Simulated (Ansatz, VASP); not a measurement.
**One calculation of Re, two programs**

POSCAR

```
Re
1.0
    2.7598270443      0.0000000000      0.0000000000
   -1.3799135221      2.3900803304      0.0000000000
    0.0000000000      0.0000000000      4.4572270891
Re
2
Direct
    0.3333333333      0.6666666667      0.2500000000
    0.6666666667      0.3333333333      0.7500000000
```

INCAR.step1

```
SYSTEM = Re
PREC = Accurate
ENCUT = 520
ISMEAR = -1
SIGMA = 0.1
LREAL = .FALSE.
LASPH = .TRUE.
NELM = 80
NBANDS = 14
GGA = PE
ALGO = Normal
EDIFF = 1E-4
LWAVE = .TRUE.
LCHARG = .FALSE.
```

Contents of INCAR.step2:

```
SYSTEM = Re
PREC = Accurate
ENCUT = 520
EDIFF = 1E-7
ISMEAR = -1
SIGMA = 0.1
LREAL = .FALSE.
LASPH = .TRUE.
NELM = 80
ALGO = Normal
ISIF = 2
LWAVE = .FALSE.
LCHARG = .FALSE.
METAGGA = R2SCAN
LMIXTAU = .TRUE.
NBANDS = 14
ISTART = 1
```

File KPOINTS:

```
Automatic mesh
0
G
  13 13 7
  0 0 0
```

Input for Ansatz:

```yaml
crystal:
  lattice:
    - [2.7598270443, 0.0, 0.0]
    - [-1.3799135221, 2.3900803304, 0.0]
    - [0.0, 0.0, 4.4572270891]
  atoms:
    - { symbol: Re, position: [0.3333333333, 0.6666666667, 0.25] }
    - { symbol: Re, position: [0.6666666667, 0.3333333333, 0.75] }
hamiltonian:
  xc: r2scan
  pseudopotentials:
    kind: paw
    azcp:
      Re: "pseudopotentials/Re.paw.azcp"
basis:
  ecutwfc: 600
  fft_grid_basis: typed
kpoints:
  mp_grid: { grid: [13, 13, 7], shift: [0, 0, 0] }
magnetization:
  spin_polarized: false
scf:
  occupations: { method: fermi_dirac, width: 0.1 }
  lower_state_search: "off"
output:
  stress: true
```

Alike in both runs: task single point; functional r2SCAN; k mesh 13 × 13 × 7; occupations fermi-dirac, width 0.1 eV; no spin polarisation.

|  | VASP | Ansatz |
| --- | --- | --- |
| version | VASP 6.6.1 | Ansatz 0.2.0 |
| potentials or method | VASP PAW PBE potentials, release 64 (Re), cutoff 520 eV | plane waves (600 eV) with PAW, scalar-relativistic |
| valence electrons in the cell | 14 | 30 |

```tsv
	VASP	Ansatz	Ansatz less VASP
pressure (GPa)	0.1	0.0	-0.04
traceless stress, the component that is largest in VASP (GPa)	-0.07	0.00	+0.073
```

VASP's potentials were made for PBE, not for r2SCAN. VASP's potentials hold 14 valence electrons a cell and Ansatz's 30, so a difference there can come from the potentials and not from the codes.

Neither program's run includes spin-orbit coupling.
